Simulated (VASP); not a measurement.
# AlN (F-43m) in VASP: a series of runs

The runs below take AlN through single point, relaxation of cell and atoms, with LDA.

All numbers are computed with VASP 6.6.1; they aren't measurements. Logs are shortened: lines on timing, memory, paths and dates and some standing lists are left out, and cuts for length are marked.

## Step 1: The cell of the first run

It takes space group F-43m (No. 216, cubic). The conventional cell has a = 4.342 Å, b = 4.342 Å, c = 4.342 Å, α = 90.00°, β = 90.00°, γ = 90.00°. Al (site symmetry -43m) has 4 N at 1.88 Å within 2.5 Å. N (site symmetry -43m) has 4 Al at 1.88 Å within 2.5 Å.

## Step 2: Single point, LDA

The input, INCAR:

```
  ALGO = Normal
  EDIFF = 1E-6
  ENCUT = 600
  GGA_COMPAT = F
  ISIF = 2
  ISMEAR = 0
  LASPH = T
  LCHARG = F
  LREAL = F
  LWAVE = F
  NBANDS = 11
  NELM = 120
  PREC = Accurate
  SIGMA = 0.02
```

The input, KPOINTS:

```
k-points
0
Gamma
  10 10 10
```

The input, POSCAR:

```
AlN
1.0
    0.0000000000      2.1711517200      2.1711517200
    2.1711517200      0.0000000000      2.1711517200
    2.1711517200      2.1711517200      0.0000000000
Al N
1 1
Direct
    0.0000000000      0.0000000000      0.0000000000
    0.7500000000      0.7500000000      0.7500000000
```

Potentials or basis: VASP PAW LDA potentials, release 64 (Al, N).

The run is started by

```sh
> cat potpaw_LDA.64/Al/POTCAR potpaw_LDA.64/N/POTCAR > POTCAR
> mpirun -np 1 vasp_std > vasp.out
```

OUTCAR:

```text
EDIFF = 1E-6
   ENCUT = 600
   ISIF = 2
   ISMEAR = 0
   LASPH = T
   LREAL = F
   NELM = 120
   PREC = Accurate

 ion  position               nearest neighbor table
   1  0.000  0.000  0.000-   2 1.88   2 1.88   2 1.88   2 1.88
   2  0.750  0.750  0.750-   1 1.88   1 1.88   1 1.88   1 1.88

  LATTYP: Found a face centered cubic cell.
 ALAT       =     4.3423034400

  Lattice vectors:

 A1 = (   0.0000000000,   2.1711517200,   2.1711517200)
 A2 = (   2.1711517200,   0.0000000000,   2.1711517200)
 A3 = (   2.1711517200,   2.1711517200,   0.0000000000)

Analysis of symmetry for initial positions (statically):
=====================================================================
 Subroutine PRICEL returns:
 Original cell was already a primitive cell.

 Routine SETGRP: Setting up the symmetry group for a
 face centered cubic supercell.

 Subroutine GETGRP returns: Found 24 space group operations
 (whereof 24 operations were pure point group operations)
 out of a pool of 48 trial point group operations.

The static configuration has the point symmetry T_d .

Analysis of symmetry for dynamics (positions and initial velocities):
=====================================================================
 Subroutine PRICEL returns:
 Original cell was already a primitive cell.

 Routine SETGRP: Setting up the symmetry group for a
 face centered cubic supercell.

 Subroutine GETGRP returns: Found 24 space group operations
 (whereof 24 operations were pure point group operations)
 out of a pool of 48 trial point group operations.

The dynamic configuration has the point symmetry T_d .

 Subroutine INISYM returns: Found 24 space group operations
 (whereof 24 operations are pure point group operations),
 and found     1 'primitive' translations

----------------------------------------------------------------------------------------

                                     Primitive cell

  volume of cell :      20.4692

  direct lattice vectors                    reciprocal lattice vectors
     0.000000000  2.171151720  2.171151720    -0.230292520  0.230292520  0.230292520
     2.171151720  0.000000000  2.171151720     0.230292520 -0.230292520  0.230292520
     2.171151720  2.171151720  0.000000000     0.230292520  0.230292520 -0.230292520

  length of vectors
     3.070472208  3.070472208  3.070472208     0.398878345  0.398878345  0.398878345

  position of ions in fractional coordinates (direct lattice)
     0.000000000  0.000000000  0.000000000
     0.750000000  0.750000000  0.750000000

  ion indices of the primitive-cell ions
   primitive index   ion index
                 1           1
                 2           2

----------------------------------------------------------------------------------------

 KPOINTS: k-points

Automatic generation of k-mesh.
 Grid dimensions read from file:
 generate k-points for:   10   10   10

 Generating k-lattice:

  Cartesian coordinates                     Fractional coordinates (reciprocal lattice)
    -0.023029252  0.023029252  0.023029252     0.100000000  0.000000000  0.000000000
     0.023029252 -0.023029252  0.023029252     0.000000000  0.100000000  0.000000000
     0.023029252  0.023029252 -0.023029252     0.000000000  0.000000000  0.100000000

  Length of vectors
     0.039887834  0.039887834  0.039887834

  Shift w.r.t. Gamma in fractional coordinates (k-lattice)
     0.000000000  0.000000000  0.000000000

 Subroutine IBZKPT returns following result:
 ===========================================

 Found     47 irreducible k-points:

 Following reciprocal coordinates:
            Coordinates               Weight
  0.000000  0.000000  0.000000      1.000000
  0.100000  0.000000  0.000000      8.000000
  0.200000  0.000000  0.000000      8.000000
  0.300000  0.000000  0.000000      8.000000
  0.400000  0.000000  0.000000      8.000000
  0.500000  0.000000  0.000000      4.000000
[... 16 lines left out ...]
  0.300000  0.300000  0.000000      6.000000
  0.400000  0.300000  0.000000     24.000000
 [... further k-points ...]
   k-points           NKPTS =     47   k-points in BZ     NKDIM =     47   number of bands    NBANDS=     11
   number of dos      NEDOS =    301   number of ions     NIONS =      2
   total plane-waves  NPLWV =  21952
   dimension x,y,z NGX =    28 NGY =   28 NGZ =   28
   dimension x,y,z NGXF=    56 NGYF=   56 NGZF=   56
   ions per type =               1   1
   NGX,Y,Z   is equivalent  to a cutoff of  15.16, 15.16, 15.16 a.u.
   NGXF,Y,Z  is equivalent  to a cutoff of  30.32, 30.32, 30.32 a.u.
 SYSTEM =  unknown system
   PREC   = accura    normal or accurate (medium, high low for compatibility)
   ISTART =      0    job   : 0-new  1-cont  2-samecut
   ICHARG =      2    charge: 1-file 2-atom 10-const
   ISPIN  =      1    spin polarized calculation?
   LNONCOLLINEAR =      F non collinear calculations
   LSORBIT =      F    spin-orbit coupling
   LASPH  =      T    aspherical Exc in radial PAW
   ENCUT  =  600.0 eV  44.10 Ry    6.64 a.u.   6.13  6.13  6.13*2*pi/ulx,y,z
   NELM   =    120;   NELMIN=  2; NELMDL= -5     # of ELM steps
   EDIFF  = 0.1E-05   stopping-criterion for ELM
   LREAL  =      F    real-space projection
   EDIFFG = 0.1E-04   stopping-criterion for IOM
   NSW    =      0    number of steps for IOM
   IBRION =     -1    ionic relax: 0-MD 1-quasi-New 2-CG
   NFREE  =      0    steps in history (QN), initial steepest desc. (CG)
   ISIF   =      2    stress and relaxation
   ISYM   =      2    0-nonsym 1-usesym 2-fastsym
   POTIM  = 0.5000    time-step for ionic-motion
   TEBEG  =    0.0;   TEEND  =   0.0 temperature during run
   PSTRESS=    0.0 pullay stress
   NELECT =       8.0000    total number of electrons
   NUPDOWN=      -1.0000    fix difference up-down
   EMIN   =  10.00;   EMAX   =-10.00  energy-range for DOS
   EFERMI =   0.00;   METHOD = LEGACY
   ISMEAR =     0;   SIGMA  =   0.02  broadening in eV -4-tet -1-fermi 0-gaus
   EFERMI_NEDOS =   21; number of points for ismear=-14 and -15
   IALGO  =     38    algorithm
   IMIX   =      4    mixing-type and parameters
     AMIX     =   0.40;   BMIX     =  1.00
     AMIX_MAG =   1.60;   BMIX_MAG =  1.00
  volume/ion in A,a.u.               =      10.23        69.07
  Fermi-wavevector in a.u.,A,eV,Ry     =   1.196937  2.261883 19.492501  1.432658
  Thomas-Fermi vector in A             =   2.332865
   LORBIT       =      0    0 simple, 1 ext, 2 COOP (PROOUT), +10 PAW based schemes
   GGA     = CA    functional components
   LHFCALC =     F    Hartree Fock is set to
   AEXX    =    0.0000 exact exchange contribution
   IVDW    =     0    specifies the selected vdW correction
   LEPSILON=     F    determine dielectric tensor
   LRPA    =     F    only Hartree local field effects (RPA)
 non-spin polarized calculation
 Gauss-broadening in eV      SIGMA  =   0.02
  energy-cutoff  :      600.00
  volume of cell :       20.47
 maximum number of plane-waves:       701
 NGX is ok and might be reduce to    28
   NGX = 13   NGY = 13   NGZ = 13

 number of electron       8.0000000 magnetization

 Free energy of the ion-electron system (eV)
  ---------------------------------------------------
  ext. energy  EPLUGINS =         0.00000000
  ---------------------------------------------------
  free energy    TOTEN  =       -16.37603216 eV

  energy without entropy =      -16.37603216  energy(sigma->0) =      -16.37603216

 E-fermi :   5.9601     XC(G=0): -11.3435

 val. band max:        5.8764432333   @ k =   0.0000   0.0000   0.0000
 cond. band min:       9.1073162763   @ k =   0.5000   0.5000   0.0000
 fundamental gap:      3.2308730430
 Fermi energy:         5.9600576404

 k-point     1 :       0.0000    0.0000    0.0000
  band No.  band energies     occupation
      1      -9.0510      2.00000
      2       5.8764      2.00000
      3       5.8764      2.00000
      4       5.8764      2.00000
      5      10.2698      0.00000
      6      18.3845      0.00000
      7      18.3845      0.00000
      8      18.3845      0.00000
      9      23.5405      0.00000
     10      23.5405      0.00000
     11      24.9595      0.00000

 k-point     2 :       0.1000    0.0000    0.0000
  band No.  band energies     occupation
      1      -8.8983      2.00000
      2       5.0703      2.00000
      3       5.8240      2.00000
      4       5.8240      2.00000
      5      10.9085      0.00000
      6      18.0025      0.00000
      7      18.5195      0.00000
      8      18.5195      0.00000
      9      22.2741      0.00000
     10      22.2741      0.00000
     11      24.1585      0.00000

 k-point     3 :       0.2000    0.0000    0.0000
  band No.  band energies     occupation
      1      -8.4624      2.00000
      2       3.4486      2.00000
      3       5.6932      2.00000
      4       5.6932      2.00000
      5      11.9990      0.00000
      6      17.2190      0.00000
      7      18.4464      0.00000
      8      18.4464      0.00000
      9      21.7383      0.00000
     10      21.7383      0.00000
     11      23.2965      0.00000

 k-point     4 :       0.3000    0.0000    0.0000
  band No.  band energies     occupation
      1      -7.8240      2.00000
      2       1.7626      2.00000
      3       5.5434      2.00000
      4       5.5434      2.00000
      5      12.8010      0.00000
      6      16.4828      0.00000
      7      17.7758      0.00000
      8      17.7758      0.00000
      9      22.8039      0.00000
     10      22.8039      0.00000
     11      23.1167      0.00000

 k-point     5 :       0.4000    0.0000    0.0000
  band No.  band energies     occupation
      1      -7.1759      2.00000
      2       0.4283      2.00000
      3       5.4307      2.00000
      4       5.4307      2.00000
      5      13.1948      0.00000
      6      15.9605      0.00000
      7      17.1709      0.00000
      8      17.1709      0.00000
      9      23.5359      0.00000
     10      24.6356      0.00000
     11      24.6356      0.00000
[... 211 lines left out ...]
 k-point    21 :      -0.3000    0.2000    0.0000
  band No.  band energies     occupation
      1      -7.0143      2.00000
      2       1.1962      2.00000
      3       3.6311      2.00000
      4       5.3490      2.00000
      5      13.7464      0.00000
      6      14.9751      0.00000
      7      17.6594      0.00000
      8      18.1275      0.00000
      9      22.2345      0.00000
     10      24.5473      0.00000
     11      27.2251      0.00000

 k-point    22 :      -0.2000    0.2000    0.0000
  band No.  band energies     occupation
      1      -7.6143      2.00000
      2       2.0807      2.00000
      3       4.1425      2.00000
      4       5.6200      2.00000
      5      13.5181      0.00000
      6      15.8127      0.00000
      7      17.2545      0.00000
      8      18.3170      0.00000
      9      20.8066      0.00000
     10      24.2679      0.00000
     11      27.2598      0.00000

 k-point    23 :       0.3000    0.3000    0.0000
  band No.  band energies     occupation
      1      -7.4283      2.00000
      2       2.3374      2.00000
      3       4.6090      2.00000
      4       4.6090      2.00000
      5      11.1793      0.00000
      6      15.4953      0.00000
      7      17.8103      0.00000
      8      20.3507      0.00000
      9      20.3507      0.00000
     10      26.2518      0.00000
     11      29.8001      0.00000

 k-point    24 :       0.4000    0.3000    0.0000
  band No.  band energies     occupation
      1      -6.9334      2.00000
      2       1.6736      2.00000
      3       4.1342      2.00000
      4       4.4426      2.00000
      5      10.7389      0.00000
      6      15.3290      0.00000
      7      18.1857      0.00000
      8      20.4358      0.00000
      9      20.9516      0.00000
     10      27.1688      0.00000
     11      29.5803      0.00000

 [... further k-points ...]

------------------------ aborting loop because EDIFF is reached ----------------------------------------

  FORCE on cell =-STRESS in cart. coord.  units (eV):
  Direction    XX          YY          ZZ          XY          YZ          ZX
  --------------------------------------------------------------------------------------
  -------------------------------------------------------------------------------------
  Total        0.0689691      0.0689691      0.0689691      0.0000000      0.0000000      0.0000000
  in kB        5.3983909      5.3983909      5.3983909      0.0000000      0.0000000      0.0000000
  external PRESSURE =       5.3983909 kB  Pullay stress =       0.0000000 kB

 VOLUME and BASIS-vectors are now :
 -----------------------------------------------------------------------------
  energy-cutoff  :      600.00
  volume of cell :       20.47
      direct lattice vectors                 reciprocal lattice vectors
     0.000000000  2.171151720  2.171151720    -0.230292520  0.230292520  0.230292520
     2.171151720  0.000000000  2.171151720     0.230292520 -0.230292520  0.230292520
     2.171151720  2.171151720  0.000000000     0.230292520  0.230292520 -0.230292520

 POSITION                                       TOTAL-FORCE (eV/Angst)
 -----------------------------------------------------------------------------------
      0.00000      0.00000      0.00000        -0.000000     -0.000000     -0.000000
      3.25673      3.25673      3.25673         0.000000      0.000000      0.000000
 -----------------------------------------------------------------------------------
    total drift:                                0.000000      0.000000      0.000000

  FREE ENERGIE OF THE ION-ELECTRON SYSTEM (eV)
  ---------------------------------------------------
  free  energy   TOTEN  =       -16.3760321556 eV

  energy  without entropy=      -16.3760321556  energy(sigma->0) =      -16.37603216
```

Run time: 5.7 s. Hardware: 1 thread of Intel Xeon 6975P-C (Granite Rapids), shared host; peak memory 0.14 GiB.

What came out:

| Quantity | Value |
| --- | --- |
| Free energy | -16.3760 eV |
| Pressure | 0.5 GPa |
| Band gap on the k mesh | 3.23 eV (least direct gap 4.39 eV) |

Levels at points of the mesh, in eV from the valence-band top:
| k point | band 1 | band 2 | band 3 | band 4 | band 5 | band 6 | band 7 | band 8 |
| --- | --- | --- | --- | --- | --- | --- | --- | --- |
| (0.00, 0.00, 0.00) | -14.93 | 0.00 | 0.00 | 0.00 | 4.39 | 12.51 | 12.51 | 12.51 |
| (0.50, 0.00, 0.00) | -12.75 | -5.98 | -0.49 | -0.49 | 7.43 | 9.89 | 11.07 | 11.07 |
| (0.50, 0.50, 0.00) | -12.08 | -5.01 | -1.81 | -1.81 | 3.23 | 8.52 | 13.99 | 15.71 |

A k mesh can miss the band edges.

## Step 3: Relaxation of cell and atoms, LDA

This run uses another cell than the first one, of 10.67 Å³/atom.

The input, INCAR:

```
SYSTEM = AlN
  ALGO = Normal
  EDIFF = 1E-7
  EDIFFG = -0.005
  ENCUT = 600
  GGA = CA
  GGA_COMPAT = .False.
  IBRION = 2
  ISIF = 3
  ISMEAR = 0
  LASPH = .True.
  LCHARG = .False.
  LREAL = .False.
  LWAVE = .False.
  NELM = 120
  NELMIN = 4
  NSW = 70
  PREC = Accurate
  SIGMA = 0.02
```

The input, KPOINTS:

```
k-points
0
Gamma
  10 10 10
  0 0 0
```

The input, POSCAR:

```
AlN
1.0
    0.0000000000      2.2015870997      2.2015870997
    2.2015870997      0.0000000000      2.2015870997
    2.2015870997      2.2015870997      0.0000000000
Al N
1 1
Direct
    0.0000000000      0.0000000000      0.0000000000
    0.7500000000      0.7500000000      0.7500000000
```

Potentials or basis: VASP PAW LDA potentials, release 64 (Al, N).

The run is started by

```sh
> cat potpaw_LDA.64/Al/POTCAR potpaw_LDA.64/N/POTCAR > POTCAR
> mpirun -np 1 vasp_std > vasp.out
```

Wall time 9.8 s (1 thread of Intel Xeon 6975P-C (Granite Rapids), shared host); peak memory 0.14 GiB.

The run converged. Its results:

```yaml
Free_energy: -16.3771 eV
Relaxed_volume: 10.26 Å³/atom
Relaxed_cell: a = 3.073 Å, b = 3.073 Å, c = 3.073 Å, α = 60.00°, β = 60.00°, γ = 60.00°
Space_group_after_relaxing_to_0.1_Å: F-43m (No. 216)
Energy_gained_by_relaxing: 10.2 meV/atom
Ionic_steps: 3
Pressure_after_relaxing: 0.0 GPa
Band_gap_on_the_k_mesh: 3.23 eV (least direct gap 4.37 eV)
```

Step by step:
```
step  energy change (eV)  largest force (eV/Å)  pressure (GPa)  volume (Å³)
   1              0.0000                0.0000           -7.68        21.34
   2             -0.0028                0.0000            8.07        19.80
   3             -0.0204                0.0000           -0.05        20.52
```

Final structure:
```
Al N
1.0
     0.00000    2.17307    2.17307
     2.17307    0.00000    2.17307
     2.17307    2.17307    0.00000
Al N
1 1
Cartesian
  0.0000 0.0000 0.0000
  3.2596 3.2596 3.2596
```

Levels at points of the mesh, in eV from the valence-band top:
```tsv
k point	band 1	band 2	band 3	band 4	band 5	band 6	band 7	band 8
(0.00, 0.00, 0.00)	-14.91	0.00	0.00	0.00	4.37	12.48	12.48	12.48
(0.50, 0.00, 0.00)	-12.75	-5.97	-0.49	-0.49	7.41	9.87	11.06	11.06
(0.50, 0.50, 0.00)	-12.07	-5.00	-1.81	-1.81	3.23	8.50	13.95	15.67
```

A k mesh can miss the band edges.
